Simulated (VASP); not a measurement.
# Si2Mo (I4/mmm) in VASP: a series of runs

Runs on Si2Mo. Level: PBEsol. Tasks: single point.

Program: VASP 6.6.1. These are calculated values, not measurements. Logs are shortened: lines on timing, memory, paths and dates and some standing lists are left out, and cuts for length are marked.

**1. The cell of the first run**

Symmetry: I4/mmm, No. 139, tetragonal system. Conventional cell: a = 3.226 Å, b = 3.226 Å, c = 7.469 Å, α = 90.00°, β = 90.00°, γ = 90.00°. Si (site symmetry 4mm) has 9 Si at 2.47 to 3.23 Å and 5 Mo at 2.50 to 2.59 Å within 3.3 Å. Mo (site symmetry 4/mmm) has 10 Si at 2.50 to 2.59 Å and 4 Mo at 3.23 Å within 3.3 Å.

**2. Single point, PBEsol (uniaxial strain along c: -4.5 %)**

Input file INCAR:

```
SYSTEM = Si2Mo
ALGO     = Normal         ! electronic algorithm
EDIFF    = 1E-6           ! SCF threshold, eV
ENCUT    = 520            ! plane-wave cutoff, eV
GGA      = PS             ! functional
ISIF     = 2              ! what is computed and relaxed
ISMEAR   = 0              ! smearing method
LASPH    = .True.         ! aspherical terms in the spheres
LCHARG   = .False.        ! write CHGCAR
LREAL    = .False.        ! projectors in reciprocal space
LWAVE    = .False.        ! write WAVECAR
NBANDS   = 31             ! bands
NELM     = 60             ! most SCF steps
PREC     = Accurate       ! precision mode
SIGMA    = 0.1            ! smearing width, eV
```

Input file KPOINTS:

```
k-points
0
Gamma
  12 12 6
  0 0 0
```

Input file POSCAR:

```
Si2Mo
1.0
    3.2259584620      0.0000000000      0.0000000000
    0.0000000000      3.2259584620      0.0000000000
    0.0000000000      0.0000000000      7.4694217246
Si Mo
4 2
Direct
    0.0000000000      0.0000000000      0.3347381622
    0.5000000000      0.5000000000      0.1652618378
    0.5000000000      0.5000000000      0.8347381622
    0.0000000000      0.0000000000      0.6652618378
    0.0000000000      0.0000000000      0.0000000000
    0.5000000000      0.5000000000      0.5000000000
```

Potentials or basis: VASP PAW PBE potentials, release 64 (Si, Mo_sv).

Started as:

```
> cat potpaw_PBE.64/Si/POTCAR potpaw_PBE.64/Mo_sv/POTCAR > POTCAR
> mpirun -np 1 vasp_std > vasp.out
```

OUTCAR:

```text
SYSTEM = Si2Mo
   EDIFF = 1E-6
   ENCUT = 520
   GGA = PS
   ISIF = 2
   ISMEAR = 0
   LASPH = .True.
   LREAL = .False.
   NELM = 60
   PREC = Accurate

 ion  position               nearest neighbor table
   1  0.000  0.000  0.335-   4 2.47   5 2.50   6 2.59   6 2.59   6 2.59   6 2.59   2 2.61   2 2.61
                             2 2.61   2 2.61
   2  0.500  0.500  0.165-   3 2.47   6 2.50   5 2.59   5 2.59   5 2.59   5 2.59   1 2.61   1 2.61
                             1 2.61   1 2.61
   3  0.500  0.500  0.835-   2 2.47   6 2.50   5 2.59   5 2.59   5 2.59   5 2.59   4 2.61   4 2.61
                             4 2.61   4 2.61
   4  0.000  0.000  0.665-   1 2.47   5 2.50   6 2.59   6 2.59   6 2.59   6 2.59   3 2.61   3 2.61
                             3 2.61   3 2.61
   5  0.000  0.000  0.000-   1 2.50   4 2.50   3 2.59   2 2.59   2 2.59   3 2.59   2 2.59   3 2.59
                             2 2.59   3 2.59
   6  0.500  0.500  0.500-   2 2.50   3 2.50   1 2.59   4 2.59   1 2.59   4 2.59   1 2.59   4 2.59
                             1 2.59   4 2.59

  LATTYP: Found a simple tetragonal cell.
 ALAT       =     3.2259584620
 C/A-ratio  =     2.3154116250

  Lattice vectors:

 A1 = (   3.2259584620,   0.0000000000,   0.0000000000)
 A2 = (   0.0000000000,   3.2259584620,   0.0000000000)
 A3 = (   0.0000000000,   0.0000000000,   7.4694217246)

Analysis of symmetry for initial positions (statically):
=====================================================================
 Subroutine PRICEL returns following result:

  LATTYP: Found a body centered tetragonal cell.
 ALAT       =     3.2259584620
 C/A-ratio  =     2.3154116250

  Lattice vectors:

 A1 = (   1.6129792310,  -1.6129792310,  -3.7347108623)
 A2 = (  -1.6129792310,   1.6129792310,  -3.7347108623)
 A3 = (   1.6129792310,   1.6129792310,   3.7347108623)

   2 primitive cells build up your supercell.

 Routine SETGRP: Setting up the symmetry group for a
 simple tetragonal supercell.

 Subroutine GETGRP returns: Found 16 space group operations
 (whereof 16 operations were pure point group operations)
 out of a pool of 16 trial point group operations.

The static configuration has the point symmetry D_4h.

Analysis of symmetry for dynamics (positions and initial velocities):
=====================================================================
 Subroutine PRICEL returns following result:

  LATTYP: Found a body centered tetragonal cell.
[... 116 lines left out ...]
   LSORBIT =      F    spin-orbit coupling
   LASPH  =      T    aspherical Exc in radial PAW
   ENCUT  =  520.0 eV  38.22 Ry    6.18 a.u.   6.00  6.00 13.89*2*pi/ulx,y,z
   NELM   =     60;   NELMIN=  2; NELMDL= -5     # of ELM steps
   EDIFF  = 0.1E-05   stopping-criterion for ELM
   LREAL  =      F    real-space projection
   EDIFFG = 0.1E-04   stopping-criterion for IOM
   NSW    =      0    number of steps for IOM
   IBRION =     -1    ionic relax: 0-MD 1-quasi-New 2-CG
   NFREE  =      0    steps in history (QN), initial steepest desc. (CG)
   ISIF   =      2    stress and relaxation
   ISYM   =      2    0-nonsym 1-usesym 2-fastsym
   POTIM  = 0.5000    time-step for ionic-motion
   TEBEG  =    0.0;   TEEND  =   0.0 temperature during run
   PSTRESS=    0.0 pullay stress
   NELECT =      44.0000    total number of electrons
   NUPDOWN=      -1.0000    fix difference up-down
   EMIN   =  10.00;   EMAX   =-10.00  energy-range for DOS
   EFERMI =   0.00;   METHOD = LEGACY
   ISMEAR =     0;   SIGMA  =   0.10  broadening in eV -4-tet -1-fermi 0-gaus
   EFERMI_NEDOS =   21; number of points for ismear=-14 and -15
   IALGO  =     38    algorithm
   IMIX   =      4    mixing-type and parameters
     AMIX     =   0.40;   BMIX     =  1.00
     AMIX_MAG =   1.60;   BMIX_MAG =  1.00
  volume/ion in A,a.u.               =      12.96        87.43
  Fermi-wavevector in a.u.,A,eV,Ry     =   1.354225  2.559115 24.952076  1.833926
  Thomas-Fermi vector in A             =   2.481415
   LORBIT       =      0    0 simple, 1 ext, 2 COOP (PROOUT), +10 PAW based schemes
   GGA     = PS    functional components
   LHFCALC =     F    Hartree Fock is set to
   AEXX    =    0.0000 exact exchange contribution
   IVDW    =     0    specifies the selected vdW correction
   LEPSILON=     F    determine dielectric tensor
   LRPA    =     F    only Hartree local field effects (RPA)
 non-spin polarized calculation
 Gauss-broadening in eV      SIGMA  =   0.10
  energy-cutoff  :      520.00
  volume of cell :       77.73
 maximum number of plane-waves:      2120
 NGX is ok and might be reduce to    24
   NGX = 11   NGY = 11   NGZ = 27

 number of electron      44.0000003 magnetization

 Free energy of the ion-electron system (eV)
  ---------------------------------------------------
  ext. energy  EPLUGINS =         0.00000000
  ---------------------------------------------------
  free energy    TOTEN  =       -49.87231983 eV

  energy without entropy =      -49.86976329  energy(sigma->0) =      -49.87104156

 E-fermi :  12.4820     XC(G=0): -12.6673

 val. band max:       12.4760051957   @ k =   0.0833   0.0000   0.3333
 cond. band min:      12.7239593666   @ k =   0.0000   0.0000   0.1667
 fundamental gap:      0.2479541709
 Fermi energy:        12.4820221535

 k-point     1 :       0.0000    0.0000    0.0000
  band No.  band energies     occupation
      1     -47.9051      2.00000
      2     -47.9041      2.00000
      3     -22.1277      2.00000
      4     -22.0900      2.00000
      5     -22.0600      2.00000
      6     -22.0600      2.00000
[... 805 lines left out ...]
     30      17.3954      0.00000
     31      18.0101      0.00000

 [... further k-points ...]
[... 5 lines left out ...]
  --------------------------------------------------------------------------------------
  -------------------------------------------------------------------------------------
  Total       -0.5297375     -0.5297375     12.6666136      0.0000000      0.0000000      0.0000000
  in kB      -10.9185964    -10.9185964    261.0757794      0.0000000      0.0000000      0.0000000
  external PRESSURE =      79.7461955 kB  Pullay stress =       0.0000000 kB

 VOLUME and BASIS-vectors are now :
 -----------------------------------------------------------------------------
  energy-cutoff  :      520.00
  volume of cell :       77.73
      direct lattice vectors                 reciprocal lattice vectors
     3.225958462  0.000000000  0.000000000     0.309985392  0.000000000  0.000000000
     0.000000000  3.225958462  0.000000000     0.000000000  0.309985392  0.000000000
     0.000000000  0.000000000  7.469421725     0.000000000  0.000000000  0.133879173

 POSITION                                       TOTAL-FORCE (eV/Angst)
 -----------------------------------------------------------------------------------
      0.00000      0.00000      2.50030        -0.000000     -0.000000     -0.015556
      1.61298      1.61298      1.23441        -0.000000      0.000000      0.015556
      1.61298      1.61298      6.23501         0.000000     -0.000000     -0.015556
      0.00000      0.00000      4.96912         0.000000      0.000000      0.015556
      0.00000      0.00000      0.00000         0.000000      0.000000     -0.000000
      1.61298      1.61298      3.73471        -0.000000     -0.000000      0.000000
 -----------------------------------------------------------------------------------
    total drift:                                0.000000      0.000000     -0.000000

  FREE ENERGIE OF THE ION-ELECTRON SYSTEM (eV)
  ---------------------------------------------------
  free  energy   TOTEN  =       -49.8723198306 eV

  energy  without entropy=      -49.8697632938  energy(sigma->0) =      -49.87104156
```

OSZICAR:

```text
N       E                     dE             d eps       ncg     rms          rms(c)
DAV:   1     0.318647968161E+03    0.31865E+03   -0.23215E+04  7096   0.137E+03
DAV:   2    -0.393408449584E+02   -0.35799E+03   -0.34549E+03  7871   0.366E+02
DAV:   3    -0.516619936718E+02   -0.12321E+02   -0.12062E+02  9021   0.601E+01
DAV:   4    -0.518146918162E+02   -0.15270E+00   -0.15249E+00  8190   0.637E+00
DAV:   5    -0.518166612296E+02   -0.19694E-02   -0.19691E-02  8965   0.715E-01    0.348E+01
DAV:   6    -0.501653217459E+02    0.16513E+01   -0.99560E+00  8163   0.181E+01    0.767E+00
DAV:   7    -0.499564349402E+02    0.20889E+00   -0.14158E+00  7738   0.665E+00    0.707E+00
DAV:   8    -0.498730360386E+02    0.83399E-01   -0.22082E-01  8272   0.300E+00    0.522E-01
DAV:   9    -0.498726459033E+02    0.39014E-03   -0.66515E-03  8576   0.436E-01    0.350E-01
DAV:  10    -0.498724935106E+02    0.15239E-03   -0.22948E-03  8242   0.337E-01    0.200E-01
DAV:  11    -0.498723214247E+02    0.17209E-03   -0.82978E-04  8264   0.189E-01    0.313E-02
DAV:  12    -0.498723202048E+02    0.12200E-05   -0.23103E-05  8176   0.275E-02    0.870E-03
DAV:  13    -0.498723198306E+02    0.37411E-06   -0.11803E-06  5680   0.599E-03
   1 F= -.49872320E+02 E0= -.49871042E+02  d E =-.255654E-02
```

stdout:

```text
POSCAR found type information on POSCAR SiMo
 POSCAR found :  2 types and       6 ions
 scaLAPACK will be used
 -----------------------------------------------------------------------------
|                                                                             |
|                                                                             |
|     You enforced a specific xc type in the INCAR file but a different       |
|     I HOPE YOU KNOW WHAT YOU ARE DOING!                                     |
|                                                                             |
 -----------------------------------------------------------------------------

 LDA part: xc-table for (Slater+PW92), standard interpolation
 POSCAR, INCAR and KPOINTS ok, starting setup
 FFT: planning ... GRIDC
 FFT: planning ... GRID_SOFT
 FFT: planning ... GRID
 WAVECAR not read
 entering main loop
```

Run time: 64 s. Hardware: 1 thread of Intel Xeon 6975P-C (Granite Rapids), shared host; peak memory 0.31 GiB.

What came out:

```
Free energy            : -49.8723 eV
Pressure               : 8.0 GPa
Largest force          : 0.016 eV/Å
Band gap on the k mesh : zero (bands 22 and 23 overlap by 0.81 eV)
```

Forces in eV/Å, atoms in the order of the input:
```
Si   0.000  0.000 -0.016
Si   0.000  0.000  0.016
Si   0.000  0.000 -0.016
Si   0.000  0.000  0.016
Mo   0.000  0.000  0.000
Mo   0.000  0.000  0.000
```

Stress tensor (GPa, compression positive):
```
-1.09  0.00  0.00
 0.00 -1.09  0.00
 0.00  0.00 26.11
```

Caveat: the cell differs from its parent crystal (uniaxial strain along c: -4.5 %); the cell stands under pressure; the PAW data sets were made with another functional, which shifts forces and pressure a little.

(Part 1 of 2 ends here.)
